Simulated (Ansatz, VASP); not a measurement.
**InGa3P4: VASP beside Ansatz**

Contents of INCAR:

```
SYSTEM = InGa3P4
  PREC = Accurate
  ENCUT = 600
  EDIFF = 1E-6
  ISMEAR = 0
  SIGMA = 0.02
  LREAL = .FALSE.
  LASPH = .TRUE.
  NELM = 60
  ALGO = Normal
  ISIF = 3
  LWAVE = .FALSE.
  LCHARG = .FALSE.
  GGA = PE
  IBRION = 2
  NSW = 100
  EDIFFG = -0.01
```

File KPOINTS:

```
Automatic mesh
0
G
  8 8 4
  0 0 0
```

Contents of POSCAR:

```
InGa3P4
1.0
    3.9822421235      0.0000000000      0.0000000000
    0.0000000000      3.9822421235      0.0000000000
    0.0000000000      0.0000000000     11.1932482827
In Ga P
1 3 4
Direct
    0.5000000000      0.5000000000      0.0000000000
    0.0000000000      0.0000000000      0.7401798723
    0.0000000000      0.0000000000      0.2598201277
    0.5000000000      0.5000000000      0.5000000000
    0.5000000000      0.0000000000      0.8588273245
    0.0000000000      0.5000000000      0.1411726755
    0.5000000000      0.0000000000      0.3798797009
    0.0000000000      0.5000000000      0.6201202991
```

Input for Ansatz:

```yaml
crystal:
  lattice:
    - [3.9822421235, 0.0, 0.0]
    - [0.0, 3.9822421235, 0.0]
    - [0.0, 0.0, 11.1932482827]
  atoms:
    - { symbol: In, position: [0.5, 0.5, 0.0] }
    - { symbol: Ga, position: [0.0, 0.0, 0.7401798723] }
    - { symbol: Ga, position: [0.0, 0.0, 0.2598201277] }
    - { symbol: Ga, position: [0.5, 0.5, 0.5] }
    - { symbol: P, position: [0.5, 0.0, 0.8588273245] }
    - { symbol: P, position: [0.0, 0.5, 0.1411726755] }
    - { symbol: P, position: [0.5, 0.0, 0.3798797009] }
    - { symbol: P, position: [0.0, 0.5, 0.6201202991] }
basis:
  ecutwfc: 420
kpoints:
  mp_grid: { grid: [8, 8, 4] }
hamiltonian:
  xc: pbe
scf:
  occupations: { method: gaussian, width: 0.02 }
output:
  forces: true
  stress: true
  eigenvalues: true
relax:
  adjacent_minimum: "off"
  f_tol: 0.01
  max_steps: 80
  cell: { stress_tol: 0.05 }
```

Alike in both runs: task relaxation of cell and atoms; functional PBE; k mesh 8 × 8 × 4; occupations gaussian, width 0.02 eV; no spin polarisation.

```csv
,VASP,Ansatz
version,VASP 6.6.1,Ansatz 0.2.0
potentials or method,"VASP PAW PBE potentials, release 64 (In_d, Ga_d, P), cutoff 600 eV","scalar-relativistic, plane waves, PAW"
valence electrons in the cell,72,72
```

Ansatz gave:

* gap on the k mesh at the Fermi level, each at its own relaxed structure (eV): 1.11
* relaxed volume (Å³/atom): 22.19
* relaxed cell length with the largest relative difference (Å): 3.965

Q: Which values does VASP return?

A: gap on the k mesh at the Fermi level, each at its own relaxed structure (eV): 1.11; relaxed volume (Å³/atom): 22.18; relaxed cell length with the largest relative difference (Å): 3.965.
